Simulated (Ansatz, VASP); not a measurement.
# Two plane-wave programs on MgS

```
Mg S
1.0
     0.00000    2.39352    2.70572
     2.39352    0.00000    2.70572
     2.39352    2.39352    0.00000
Mg S
1 1
Direct
  0.00000 0.00000 0.00000
  0.50000 0.50000 0.50000
```

Change from the starting cell: strain -0.080 along x and y, +0.040 along z, atoms carried along.

Alike in both runs: task single point; functional PBEsol; k mesh 8 × 8 × 8; occupations gaussian, width 0.05 eV; no spin polarisation.

```csv
,VASP,Ansatz
version,VASP 6.6.1,Ansatz 0.2.0
potentials or method,"VASP PAW PBE potentials, release 64 (Mg, S), cutoff 600 eV","scalar-relativistic, plane waves, PAW"
valence electrons in the cell,8,16
```

```csv
,VASP,Ansatz,Ansatz less VASP
gap on the k mesh at the Fermi level (eV),2.63,2.61,-0.016
least direct gap on the mesh (eV),4.38,4.37,-0.007
pressure (GPa),14.5,14.6,+0.08
"traceless stress, the component that is largest in VASP (GPa)",-14.41,-14.37,+0.048
```

VASP's potentials were made for PBE, not for PBEsol. With one functional, cell and mesh, what is left measures potentials, basis and numerics. VASP's potentials hold 8 valence electrons a cell and Ansatz's 16, so a difference there can come from the potentials and not from the codes.
